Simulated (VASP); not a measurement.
# FeO (Pm-3m) in VASP: a series of runs

FeO is run at these levels: PBE+U; tasks: single point.

Everything below comes from runs of VASP 6.6.1. Logs are shortened: lines on timing, memory, paths and dates and some standing lists are left out, and cuts for length are marked.

### Step 1. The cell of the first run

Symmetry: Pm-3m, No. 221, cubic system. The conventional cell has a = 2.612 Å, b = 2.612 Å, c = 2.612 Å, α = 90.00°, β = 90.00°, γ = 90.00°. Within 3.0 Å of Fe (site symmetry m-3m) lie 8 O at 2.26 Å and 6 Fe at 2.61 Å. O (site symmetry m-3m) has 8 Fe at 2.26 Å and 6 O at 2.61 Å within 3.0 Å.

### Step 2. Single point, PBE+U, collinear spin, antiferromagnetic start

INCAR

```
PREC = Accurate ; ENCUT = 520
EDIFF = 1E-7 ; ISMEAR = 0
SIGMA = 0.05 ; LREAL = F
LASPH = T ; NELM = 150
ALGO = Normal ; ISIF = 2
LWAVE = F ; LCHARG = F
ISPIN = 2 ; MAGMOM = 4 -4 0 0
LORBIT = 11 ; LMAXMIX = 4
LDAU = T ; LDAUTYPE = 1
LDAUL = 2 -1 ; LDAUU = 7 0
LDAUJ = 0.5 0 ; LDAUPRINT = 1
GGA = PE ; NBANDS = 26
```

KPOINTS

```
Automatic mesh
0
Gamma
  7 7 7
```

POSCAR

```
FeO
1.0
    2.6124696300      0.0000000000      2.6124696300
    0.0000000000      2.6124696300      2.6124696300
    0.0000000000      0.0000000000      5.2249392600
Fe O
2 2
Direct
    0.0000000000      0.0000000000      0.0000000000
    0.0000000000      0.0000000000      0.5000000000
    0.5000000000      0.5000000000      0.7500000000
    0.5000000000      0.5000000000      0.2500000000
```

Potentials or basis: VASP PAW PBE potentials, release 64 (Fe, O).

Run with:

```bash
cat potpaw_PBE.64/Fe/POTCAR potpaw_PBE.64/O/POTCAR > POTCAR
mpirun -np 1 vasp_std > vasp.out
```

OUTCAR:

```text
PREC = Accurate
   ENCUT = 520
   EDIFF = 1E-7
   ISMEAR = 0
   LREAL = F
   LASPH = T
   NELM = 150
   ISIF = 2
   ISPIN = 2
   LORBIT = 11
   GGA = PE

 ion  position               nearest neighbor table
   1  0.000  0.000  0.000-   3 2.26   3 2.26   4 2.26   3 2.26   4 2.26   4 2.26   3 2.26   4 2.26
                             2 2.61   2 2.61   2 2.61   2 2.61   2 2.61   2 2.61
   2  0.000  0.000  0.500-   4 2.26   3 2.26   4 2.26   3 2.26   4 2.26   3 2.26   4 2.26   3 2.26
                             1 2.61   1 2.61   1 2.61   1 2.61   1 2.61   1 2.61
   3  0.500  0.500  0.750-   2 2.26   1 2.26   2 2.26   1 2.26   2 2.26   1 2.26   2 2.26   1 2.26

   4  0.500  0.500  0.250-   1 2.26   1 2.26   2 2.26   1 2.26   2 2.26   2 2.26   1 2.26   2 2.26

  LATTYP: Found a face centered cubic cell.
 ALAT       =     5.2249392600

  Lattice vectors:

 A1 = (   2.6124696300,  -2.6124696300,   0.0000000000)
 A2 = (   2.6124696300,   0.0000000000,   2.6124696300)
 A3 = (   0.0000000000,  -2.6124696300,   2.6124696300)

Analysis of symmetry for initial positions (statically):
=====================================================================
 Subroutine PRICEL returns following result:

  LATTYP: Found a simple cubic cell.
 ALAT       =     2.6124696300
[... 12 lines left out ...]
 Subroutine GETGRP returns: Found 48 space group operations
 (whereof 48 operations were pure point group operations)
 out of a pool of 48 trial point group operations.

The static configuration has the point symmetry O_h .

Analysis of symmetry for dynamics (positions and initial velocities):
=====================================================================
 Subroutine PRICEL returns following result:

  LATTYP: Found a simple cubic cell.
 ALAT       =     2.6124696300
[... 12 lines left out ...]
 Subroutine GETGRP returns: Found 48 space group operations
 (whereof 48 operations were pure point group operations)
 out of a pool of 48 trial point group operations.

The dynamic configuration has the point symmetry O_h .

Analysis of structural, dynamic, and magnetic symmetry:
=====================================================================
 Subroutine PRICEL returns following result:

  LATTYP: Found a simple cubic cell.
 ALAT       =     2.6124696300
[... 12 lines left out ...]
 Subroutine GETGRP returns: Found 48 space group operations
 (whereof 48 operations were pure point group operations)
 out of a pool of 48 trial point group operations.

The overall configuration has the point symmetry O_h .

 Subroutine INISYM returns: Found 48 space group operations
 (whereof 48 operations are pure point group operations),
 and found     2 'primitive' translations

----------------------------------------------------------------------------------------

                                     Primitive cell

  volume of cell :      17.8301

  direct lattice vectors                    reciprocal lattice vectors
     0.000000000 -2.612469630  0.000000000     0.000000000 -0.382779569  0.000000000
     2.612469630  0.000000000  0.000000000     0.382779569  0.000000000  0.000000000
     0.000000000  0.000000000  2.612469630     0.000000000  0.000000000  0.382779569
[... 147 lines left out ...]
  o =  0.0768  v =  0.0000  0.0000  0.0000  0.0000  0.0000  0.0107  0.0073 -0.0000 -0.9999 -0.0000      0.0000  0.0000  0.0000  0.0000  0.0000  0.0000  0.0000  0.0000  0.0000  0.0000
  o =  0.0768  v =  0.0000  0.0000  0.0000  0.0000  0.0000 -0.0015  1.0000  0.0000  0.0073  0.0000      0.0000  0.0000  0.0000  0.0000  0.0000  0.0000  0.0000  0.0000  0.0000  0.0000
  o =  0.4910  v =  0.0000  0.0000  0.0000  0.0000  0.0000  0.0000 -0.0000  0.9862 -0.0000 -0.1658      0.0000  0.0000  0.0000  0.0000  0.0000  0.0000  0.0000  0.0000  0.0000  0.0000
  o =  0.4910  v =  0.0000  0.0000  0.0000  0.0000  0.0000  0.0000 -0.0000  0.1658 -0.0000  0.9862      0.0000  0.0000  0.0000  0.0000  0.0000  0.0000  0.0000  0.0000  0.0000  0.0000
  o =  0.9542  v =  0.0000 -0.0000 -0.8308  0.0000 -0.5566  0.0000  0.0000  0.0000  0.0000  0.0000      0.0000  0.0000  0.0000  0.0000  0.0000  0.0000  0.0000  0.0000  0.0000  0.0000
  o =  0.9542  v =  0.0000  0.0000  0.5566 -0.0000 -0.8308  0.0000  0.0000  0.0000  0.0000  0.0000      0.0000  0.0000  0.0000  0.0000  0.0000  0.0000  0.0000  0.0000  0.0000  0.0000
  o =  1.0130  v =  0.0000 -0.9997  0.0000 -0.0244  0.0000  0.0000  0.0000  0.0000  0.0000  0.0000      0.0000  0.0000  0.0000  0.0000  0.0000  0.0000  0.0000  0.0000  0.0000  0.0000
  o =  1.0130  v =  0.0000  0.0244 -0.0000 -0.9997 -0.0000  0.0000  0.0000  0.0000  0.0000  0.0000      0.0000  0.0000  0.0000  0.0000  0.0000  0.0000  0.0000  0.0000  0.0000  0.0000
  o =  1.0130  v =  1.0000  0.0000  0.0000  0.0000  0.0000  0.0000  0.0000  0.0000  0.0000  0.0000      0.0000  0.0000  0.0000  0.0000  0.0000  0.0000  0.0000  0.0000  0.0000  0.0000

atom =   2  type =  1  l = 2

 onsite density matrix

spin component  1

  0.0768 -0.0000 -0.0000 -0.0000 -0.0000
 -0.0000  0.0768 -0.0000  0.0000 -0.0000
 -0.0000 -0.0000  0.4910  0.0000  0.0000
 -0.0000  0.0000  0.0000  0.0768 -0.0000
 -0.0000 -0.0000  0.0000 -0.0000  0.4910

spin component  2

  1.0130 -0.0000  0.0000  0.0000  0.0000
 -0.0000  1.0130  0.0000 -0.0000 -0.0000
  0.0000  0.0000  0.9542  0.0000 -0.0000
  0.0000 -0.0000  0.0000  1.0130  0.0000
  0.0000 -0.0000 -0.0000  0.0000  0.9542

 occupancies and eigenvectors

  o =  0.0768  v =  1.0000  0.0000  0.0000  0.0000  0.0000  0.0000  0.0000  0.0000  0.0000  0.0000      0.0000  0.0000  0.0000  0.0000  0.0000  0.0000  0.0000  0.0000  0.0000  0.0000
  o =  0.0768  v =  0.0000 -0.0226  0.0000  0.9997  0.0000  0.0000  0.0000  0.0000  0.0000  0.0000      0.0000  0.0000  0.0000  0.0000  0.0000  0.0000  0.0000  0.0000  0.0000  0.0000
  o =  0.0768  v =  0.0000 -0.9997 -0.0000 -0.0226  0.0000  0.0000  0.0000  0.0000  0.0000  0.0000      0.0000  0.0000  0.0000  0.0000  0.0000  0.0000  0.0000  0.0000  0.0000  0.0000
  o =  0.4910  v =  0.0000 -0.0000  0.7959  0.0000 -0.6054  0.0000  0.0000  0.0000  0.0000  0.0000      0.0000  0.0000  0.0000  0.0000  0.0000  0.0000  0.0000  0.0000  0.0000  0.0000
  o =  0.4910  v =  0.0000 -0.0000  0.6054 -0.0000  0.7959  0.0000  0.0000  0.0000  0.0000  0.0000      0.0000  0.0000  0.0000  0.0000  0.0000  0.0000  0.0000  0.0000  0.0000  0.0000
  o =  0.9542  v =  0.0000  0.0000  0.0000  0.0000  0.0000  0.0000  0.0000  0.9091  0.0000  0.4166      0.0000  0.0000  0.0000  0.0000  0.0000  0.0000  0.0000  0.0000  0.0000  0.0000
  o =  0.9542  v =  0.0000  0.0000  0.0000  0.0000  0.0000  0.0000 -0.0000  0.4166 -0.0000 -0.9091      0.0000  0.0000  0.0000  0.0000  0.0000  0.0000  0.0000  0.0000  0.0000  0.0000
  o =  1.0130  v =  0.0000  0.0000  0.0000  0.0000  0.0000  0.0000  0.9229 -0.0000  0.3851 -0.0000      0.0000  0.0000  0.0000  0.0000  0.0000  0.0000  0.0000  0.0000  0.0000  0.0000
  o =  1.0130  v =  0.0000  0.0000  0.0000  0.0000  0.0000  0.0000 -0.3851 -0.0000  0.9229 -0.0000      0.0000  0.0000  0.0000  0.0000  0.0000  0.0000  0.0000  0.0000  0.0000  0.0000
  o =  1.0130  v =  0.0000  0.0000  0.0000  0.0000  0.0000  1.0000  0.0000  0.0000  0.0000  0.0000      0.0000  0.0000  0.0000  0.0000  0.0000  0.0000  0.0000  0.0000  0.0000  0.0000

 number of electron      27.9999990 magnetization      -0.0000000

 Free energy of the ion-electron system (eV)
  ---------------------------------------------------
  ext. energy  EPLUGINS =         0.00000000
  ---------------------------------------------------
  free energy    TOTEN  =       -21.88360640 eV

  energy without entropy =      -21.86227300  energy(sigma->0) =      -21.87293970

 E-fermi :   6.3980     XC(G=0): -12.8957

 val. band max:        6.3952399416   @ k =   0.4286   0.1429   0.0000
 cond. band min:       6.4031808281   @ k =   0.4286   0.4286   0.0000
 fundamental gap:      0.0079408866
 Fermi energy:         6.3980035197

 spin component 1

 k-point     1 :       0.0000    0.0000    0.0000
  band No.  band energies     occupation
      1     -13.2736      1.00000
      2     -10.1997      1.00000
      3      -1.9401      1.00000
      4      -1.9401      1.00000
      5      -1.9401      1.00000
      6       0.1376      1.00000
[... 569 lines left out ...]
     25      23.1364      0.00000
     26      24.4051      0.00000
 Fermi energy:         6.3980035197

 spin component 2

 k-point     1 :       0.0000    0.0000    0.0000
  band No.  band energies     occupation
      1     -13.2736      1.00000
      2     -10.1997      1.00000
      3      -1.9401      1.00000
      4      -1.9401      1.00000
      5      -1.9401      1.00000
      6       0.1376      1.00000
[... 569 lines left out ...]
     25      23.1364      0.00000
     26      24.4051      0.00000

------------------------ aborting loop because EDIFF is reached ----------------------------------------

  FORCE on cell =-STRESS in cart. coord.  units (eV):
  Direction    XX          YY          ZZ          XY          YZ          ZX
  --------------------------------------------------------------------------------------
  -------------------------------------------------------------------------------------
  Total        2.9305397      2.9305397      2.9305397     -0.0000000      0.0000000      0.0000000
  in kB      131.6662454    131.6662454    131.6662454     -0.0000000      0.0000000      0.0000000
  external PRESSURE =     131.6662454 kB  Pullay stress =       0.0000000 kB

 VOLUME and BASIS-vectors are now :
 -----------------------------------------------------------------------------
  energy-cutoff  :      520.00
  volume of cell :       35.66
      direct lattice vectors                 reciprocal lattice vectors
     2.612469630  0.000000000  2.612469630     0.382779569  0.000000000  0.000000000
     0.000000000  2.612469630  2.612469630     0.000000000  0.382779569  0.000000000
     0.000000000  0.000000000  5.224939260    -0.191389785 -0.191389785  0.191389785

 POSITION                                       TOTAL-FORCE (eV/Angst)
 -----------------------------------------------------------------------------------
      0.00000      0.00000      0.00000        -0.000000      0.000000     -0.000000
      0.00000      0.00000      2.61247         0.000000     -0.000000      0.000000
      1.30623      1.30623      6.53117         0.000000     -0.000000     -0.000000
      1.30623      1.30623      3.91870         0.000000     -0.000000      0.000000
 -----------------------------------------------------------------------------------
    total drift:                                0.000000      0.000000      0.000000

  FREE ENERGIE OF THE ION-ELECTRON SYSTEM (eV)
  ---------------------------------------------------
  free  energy   TOTEN  =       -21.8836064024 eV

  energy  without entropy=      -21.8622730041  energy(sigma->0) =      -21.87293970

 total charge

# of ion       s       p       d       tot
------------------------------------------
    1        0.308   0.390   6.134   6.832
    2        0.308   0.390   6.134   6.832
    3        1.566   3.450   0.000   5.016
    4        1.566   3.450   0.000   5.016
--------------------------------------------------
tot          3.748   7.679  12.269  23.696

 magnetization (x)

# of ion       s       p       d       tot
------------------------------------------
    1        0.021   0.031   3.726   3.778
    2       -0.021  -0.031  -3.726  -3.778
    3        0.000   0.000   0.000   0.000
    4        0.000   0.000   0.000   0.000
--------------------------------------------------
tot         -0.000  -0.000   0.000   0.000
```

Wall time 62 s (1 thread of Intel Xeon Platinum 8259CL at 2.50GHz (Skylake/Cascade Lake), shared host); peak memory 0.21 GiB.

Results:

```yaml
Free_energy: -21.8836 eV
Pressure: 13.2 GPa
Band_gap_on_the_k_mesh: zero (filled and empty bands overlap)
Net_moment: 0.00 μB per cell
Site_moments: Fe +3.78, -3.78; O +0.00 μB
Valence_electrons_inside_the_program's_atomic_spheres: Fe 6.83; O 5.02
```

Levels at points of the mesh, in eV from the Fermi level:
Spin up:
| k point | band 10 | band 11 | band 12 | band 13 | band 14 | band 15 | band 16 | band 17 | band 18 | band 19 |
| --- | --- | --- | --- | --- | --- | --- | --- | --- | --- | --- |
| (0.00, 0.00, 0.00) | -2.86 | -1.97 | -1.97 | -1.97 | 0.03 | 0.03 | 1.58 | 4.81 | 4.81 | 4.81 |
Spin down:
```tsv
k point	band 10	band 11	band 12	band 13	band 14	band 15	band 16	band 17	band 18	band 19
(0.00, 0.00, 0.00)	-2.86	-1.97	-1.97	-1.97	0.03	0.03	1.58	4.81	4.81	4.81
```

Eigenvalues of the final occupation matrices:
```csv
site,spin,trace,eigenvalues
site 1 d,1,4.95,0.95 0.95 1.01 1.01 1.01
site 1 d,2,1.21,0.08 0.08 0.08 0.49 0.49
site 2 d,1,1.21,0.08 0.08 0.08 0.49 0.49
site 2 d,2,4.95,0.95 0.95 1.01 1.01 1.01
```

[end of part 1 of 2]
